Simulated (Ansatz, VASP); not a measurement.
One calculation of Al, two programs

POSCAR

```
Al
1.0
   -1.5912186900      1.5912186900      1.5912186900
    1.5912186900     -1.5912186900      1.5912186900
    1.5912186900      1.5912186900     -1.5912186900
Al
1
Direct
    0.0000000000      0.0000000000      0.0000000000
```

Contents of INCAR.step1:

```
ALGO = Normal
EDIFF = 1E-4
ENCUT = 600
GGA = PE
ISMEAR = 0
LASPH = True
LCHARG = False
LREAL = False
LWAVE = True
NELM = 80
PREC = Accurate
SIGMA = 0.1
```

The input INCAR.step2:

```
ALGO = Normal
EDIFF = 1E-7
EDIFFG = -0.005
ENCUT = 600
IBRION = 2
ISIF = 3
ISMEAR = 0
ISTART = 1
LASPH = True
LCHARG = False
LMIXTAU = True
LREAL = False
LWAVE = False
METAGGA = R2SCAN
NELM = 80
NSW = 100
PREC = Accurate
SIGMA = 0.1
```

KPOINTS

```
k-points
0
Gamma
  18 18 18
```

Input for Ansatz:

```yaml
crystal:
  lattice:
    - [-1.59121869, 1.59121869, 1.59121869]
    - [1.59121869, -1.59121869, 1.59121869]
    - [1.59121869, 1.59121869, -1.59121869]
  atoms:
    - { symbol: Al, position: [0.0, 0.0, 0.0] }
basis:
  ecutwfc: 500
kpoints:
  mp_grid: { grid: [18, 18, 18] }
hamiltonian:
  xc: r2scan
scf:
  occupations: { method: gaussian, width: 0.1 }
output:
  forces: true
  stress: true
  eigenvalues: true
  write_density: true
  write_potential: true
  elf: true
  volumetric_format: npy
relax:
  adjacent_minimum: "off"
  f_tol: 0.005
  max_steps: 80
  cell: { stress_tol: 0.05 }
```

Alike in both runs: task relaxation of cell and atoms; functional r2SCAN; k mesh 18 × 18 × 18; occupations gaussian, width 0.1 eV; no spin polarisation.

```csv
,VASP,Ansatz
version,VASP 6.6.1,Ansatz 0.2.0
potentials or method,"VASP PAW PBE potentials, release 64 (Al), cutoff 600 eV","scalar-relativistic, plane waves, PAW"
valence electrons in the cell,3,3
```

Ansatz gave:

* gap on the k mesh at the Fermi level, each at its own relaxed structure (eV): none
* relaxed volume (Å³/atom): 16.21
* relaxed cell length with the largest relative difference (Å): 2.762

**Question.** What did VASP give for the same quantities?

**Answer.** gap on the k mesh at the Fermi level, each at its own relaxed structure (eV): none; relaxed volume (Å³/atom): 16.15; relaxed cell length with the largest relative difference (Å): 2.758.

VASP's potentials were made for PBE, not for r2SCAN. A gap of «none» marks a metal or a gap that the smearing closes.
